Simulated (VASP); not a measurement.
Write the native input for VASP 6.6.1 that does the following.

- Task: single point
- Functional: PBEsol
- Potentials or basis: VASP PAW PBE potentials, release 64 (Au, Fe)
- Cutoff: 520 eV
- k mesh: 8 × 8 × 8
- Occupations: fermi-dirac, width 0.05 eV
- Spin: collinear spin, ferromagnetic start
- Starting moments: [0.0, 3.0] μB
- Dipole correction: no
- Further INCAR settings: ALGO = Normal; EDIFF = 1e-06; NBANDS = 20

The structure of FeAu lies in POSCAR:

```
FeAu
1.0
    1.3774127109      0.7952495994      4.4108397366
   -1.3774127109      0.7952495994      4.4108397366
    0.0000000000     -1.5904991988      4.4108397366
Au Fe
1 1
Direct
    0.0000000000      0.0000000000      0.0000000000
    0.5000000000      0.5000000000      0.5000000000
```

These files were run (other wordings do the same):

INCAR

```
  PREC = Accurate
  ENCUT = 520
  EDIFF = 1E-6
  ISMEAR = -1
  SIGMA = 0.05
  LREAL = False
  LASPH = True
  NELM = 150
  ALGO = Normal
  ISIF = 2
  LWAVE = False
  LCHARG = True
  ISPIN = 2
  MAGMOM = 0 3
  LORBIT = 11
  LMAXMIX = 4
  GGA = PS
  LELF = True
  LVHAR = True
  NBANDS = 20
```

KPOINTS

```
regular mesh
0
Gamma
  8 8 8
```

Potentials or basis: VASP PAW PBE potentials, release 64 (Au, Fe).

Command:

```sh
$ cat potpaw_PBE.64/Au/POTCAR potpaw_PBE.64/Fe/POTCAR > POTCAR
$ mpirun -np 1 vasp_std > vasp.out
```

It gave:

```yaml
Pressure: -0.2 GPa
Net_moment: 2.73 μB per cell
Site_moments: Au +0.01; Fe +2.73 μB
Valence_electrons_inside_the_program's_atomic_spheres: Au 9.81; Fe 6.93
```

Caveat: the PAW data sets were made with another functional, which shifts forces and pressure a little.

Run time: 2.2 min on 1 thread of Intel(R) Xeon(R) Platinum 8259CL CPU @ 2.50GHz (Skylake/Cascade Lake), with other jobs on the host, peak memory 0.28 GiB.
